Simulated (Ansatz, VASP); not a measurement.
# TiB2: VASP beside Ansatz

INCAR

```
PREC = Accurate
ENCUT = 520
EDIFF = 1E-8
ISMEAR = -1
SIGMA = 0.08
LREAL = False
LASPH = True
NELM = 80
ALGO = Normal
ISIF = 2
LWAVE = False
LCHARG = False
GGA = PE
LEFG = True
NBANDS = 16
```

The input KPOINTS:

```
Automatic mesh
0
Gamma
  15 15 13
```

Contents of POSCAR:

```
TiB2
1.0
    3.0886093280      0.0000000000      0.0000000000
   -1.5443046640      2.6748141404      0.0000000000
    0.0000000000      0.0000000000      3.2917180359
Ti B
1 2
Direct
    0.0000000000      0.0000000000      0.0000000000
    0.3333333333      0.6666666667      0.5000000000
    0.6666666667      0.3333333333      0.5000000000
```

Input for Ansatz:

```yaml
crystal:
  lattice:
    - [3.088609328, 0.0, 0.0]
    - [-1.544304664, 2.6748141404, 0.0]
    - [0.0, 0.0, 3.2917180359]
  atoms:
    - { symbol: Ti, position: [0.0, 0.0, 0.0] }
    - { symbol: B, position: [0.3333333333, 0.6666666667, 0.5] }
    - { symbol: B, position: [0.6666666667, 0.3333333333, 0.5] }
kpoints:
  mp_grid: { grid: [15, 15, 13] }
scf:
  occupations: { method: fermi_dirac, width: 0.08 }
hamiltonian:
  xc: pbe
  pseudopotentials: { kind: all_electron, datasets: crystal }
output:
  forces: true
  stress: true
  eigenvalues: true
  efg: { contact_densities: true }
```

Change from the starting cell: volume scaled by 1.06, crystal datasets.

Alike in both runs: task electric field gradients; functional PBE; k mesh 15 × 15 × 13; occupations fermi-dirac, width 0.08 eV; no spin polarisation.

|  | VASP | Ansatz |
| --- | --- | --- |
| version | VASP 6.6.1 | Ansatz 0.2.0 |
| potentials or method | VASP PAW PBE potentials, release 64 (Ti_sv, B), cutoff 520 eV | all-electron PAW with datasets made for the crystal, scalar-relativistic |

|  | VASP | Ansatz | Ansatz less VASP |
| --- | --- | --- | --- |
| pressure (GPa) | -12.9 | -13.1 | -0.14 |
| traceless stress, the component that is largest in VASP (GPa) | 1.38 | 1.40 | +0.018 |
| size of Vzz on the site where it differs most (V/Å²) | 17.3 | 20.1 | +2.76 |

Ansatz ran all-electron here, and VASP with PAW potentials.
